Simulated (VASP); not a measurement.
Set up this calculation in VASP 6.6.1, as the native input.

| Quantity | Value |
| --- | --- |
| Task | single point |
| Functional | r2SCAN |
| Potentials or basis | VASP PAW PBE potentials, release 64 (Hf_pv, N) |
| Cutoff | 520 eV |
| k mesh | 12 × 12 × 12 |
| Occupations | gaussian, width 0.05 eV |
| Spin | no spin polarisation |
| Dipole correction | no |
| Further INCAR settings | ALGO = Normal; EDIFF = 1e-06; NBANDS = 14 |

The system is HfN.

```
Hf N
1.0
     0.00000    2.24720    2.24720
     2.24720    0.00000    2.24720
     2.24720    2.24720    0.00000
Hf N
1 1
Direct
  0.50000 0.50000 0.50000
  0.00000 0.00000 0.00000
```

This cell differs from its parent crystal: volume scaled by 0.980.

One way to write it, as run:

POSCAR

```
HfN
1.0
    0.0000000000      2.2472032753      2.2472032753
    2.2472032753      0.0000000000      2.2472032753
    2.2472032753      2.2472032753      0.0000000000
Hf N
1 1
Direct
    0.5000000000      0.5000000000      0.5000000000
    0.0000000000      0.0000000000      0.0000000000
```

INCAR.step1

```
ALGO = Normal ; EDIFF = 1E-4
ENCUT = 520 ; GGA = PE
ISMEAR = 0 ; LASPH = True
LCHARG = False ; LREAL = False
LWAVE = True ; NBANDS = 14
NELM = 100 ; PREC = Accurate
SIGMA = 0.05
```

INCAR.step2

```
ALGO = Normal ; EDIFF = 1E-6
ENCUT = 520 ; ISIF = 2
ISMEAR = 0 ; ISTART = 1
LASPH = True ; LCHARG = False
LMIXTAU = True ; LREAL = False
LWAVE = False ; METAGGA = R2SCAN
NBANDS = 14 ; NELM = 100
PREC = Accurate ; SIGMA = 0.05
```

KPOINTS

```
k-points
0
Gamma
  12 12 12
```

Potentials or basis: VASP PAW PBE potentials, release 64 (Hf_pv, N).

Command:

```bash
$ cat potpaw_PBE.64/Hf_pv/POTCAR potpaw_PBE.64/N/POTCAR > POTCAR
$ cp INCAR.step1 INCAR
$ mpirun -np 1 vasp_std > vasp.out
$ cp INCAR.step2 INCAR
$ mpirun -np 1 vasp_std > vasp.out
```

Results of the run:

* Pressure: 3.2 GPa

Caveat: the PAW data sets were made with another functional, which shifts forces and pressure a little.

It took 53 s on 1 thread of Intel(R) Xeon(R) 6975P-C (Granite Rapids), on a shared host, peak memory 0.15 GiB.
